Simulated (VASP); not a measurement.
Wanted: the native input for a VASP 6.6.1 run.

```yaml
Task: single point
Functional: r2SCAN
Potentials_or_basis: VASP PAW PBE potentials, release 64 (Ti_sv, O)
Cutoff: 520 eV
k_mesh: 6 × 6 × 4
Occupations: gaussian, width 0.05 eV
Spin: no spin polarisation
Dipole_correction: no
Further_INCAR_settings: ALGO = Normal; EDIFF = 1e-07; NBANDS = 60
```

The system is TiO2.

```xyz
12
Lattice="2.6712 -2.6713 -0.0202 0.0358 -2.6713 4.7919 -5.3423 -5.3425 0.0403" Properties=species:S:1:pos:R:3 pbc="T T T"
Ti    2.0123   -3.3389    1.1828
Ti   -0.6588   -6.0102    1.2030
Ti   -1.9765   -4.6748    3.6090
Ti   -4.6477   -7.3461    3.6292
O    -0.6440   -6.0104    3.1895
O    -3.3152   -8.6817    3.2096
O     0.6798   -2.0033    1.6024
O    -1.9913   -4.6746    1.6226
O    -0.6378   -3.3392    4.0084
O    -3.3090   -6.0104    4.0286
O     0.6736   -4.6746    0.7834
O    -1.9975   -7.3459    0.8036
```

The input as run:

POSCAR

```
TiO2
1.0
    2.6711600386     -2.6712510904     -0.0201684203
    0.0358186650     -2.6712510904      4.7918789643
   -5.3423200773     -5.3425021808      0.0403368406
Ti O
4 8
Direct
    0.8749747457      0.2500000000      0.0624873728
    0.8749747457      0.2500000000      0.5624873728
    0.1250252543      0.7500000000      0.4375126272
    0.1250252543      0.7500000000      0.9375126272
    0.6677372921      0.6645446499      0.4588758205
    0.6677372921      0.6645446499      0.9588758205
    0.3322627079      0.3354553501      0.0411241795
    0.3322627079      0.3354553501      0.5411241795
    0.0822962909      0.8354553501      0.1661409710
    0.0822962909      0.8354553501      0.6661409710
    0.9177037091      0.1645446499      0.3338590290
    0.9177037091      0.1645446499      0.8338590290
```

INCAR.step1

```
SYSTEM = TiO2
PREC     = Accurate       ! precision mode
ENCUT    = 520            ! plane-wave cutoff, eV
ISMEAR   = 0              ! smearing method
SIGMA    = 0.05           ! smearing width, eV
LREAL    = .FALSE.        ! projectors in reciprocal space
LASPH    = .TRUE.         ! aspherical terms in the spheres
NELM     = 100            ! most SCF steps
NBANDS   = 60             ! bands
GGA      = PE             ! functional
ALGO     = Normal         ! electronic algorithm
EDIFF    = 1E-4           ! SCF threshold, eV
LWAVE    = .TRUE.         ! write WAVECAR
LCHARG   = .FALSE.        ! write CHGCAR
```

INCAR.step2

```
SYSTEM = TiO2
PREC     = Accurate       ! precision mode
ENCUT    = 520            ! plane-wave cutoff, eV
EDIFF    = 1E-7           ! SCF threshold, eV
ISMEAR   = 0              ! smearing method
SIGMA    = 0.05           ! smearing width, eV
LREAL    = .FALSE.        ! projectors in reciprocal space
LASPH    = .TRUE.         ! aspherical terms in the spheres
NELM     = 100            ! most SCF steps
ALGO     = Normal         ! electronic algorithm
ISIF     = 2              ! what is computed and relaxed
LWAVE    = .FALSE.        ! write WAVECAR
LCHARG   = .TRUE.         ! write CHGCAR
METAGGA  = R2SCAN         ! meta-GGA
LMIXTAU  = .TRUE.       
LELF     = .TRUE.         ! ELF
LVHAR    = .TRUE.       
NBANDS   = 60             ! bands
ISTART   = 1
```

KPOINTS

```
regular mesh
0
G
  6 6 4
  0 0 0
```

Potentials or basis: VASP PAW PBE potentials, release 64 (Ti_sv, O).

Command:

```sh
$ cat potpaw_PBE.64/Ti_sv/POTCAR potpaw_PBE.64/O/POTCAR > POTCAR
$ cp INCAR.step1 INCAR
$ mpirun -np 1 vasp_std > vasp.out
$ cp INCAR.step2 INCAR
$ mpirun -np 1 vasp_std > vasp.out
```

It gave:

| Property | Result |
| --- | --- |
| Pressure | 1.2 GPa |
| Largest force | 0.026 eV/Å |
| Band gap on the k mesh | 2.60 eV |

Caveat: the PAW data sets were made with another functional, which shifts forces and pressure a little.

It took 2.5 h on 1 thread of Oxide Virtual Turin-like Processor, on a shared host, peak memory 0.52 GiB.
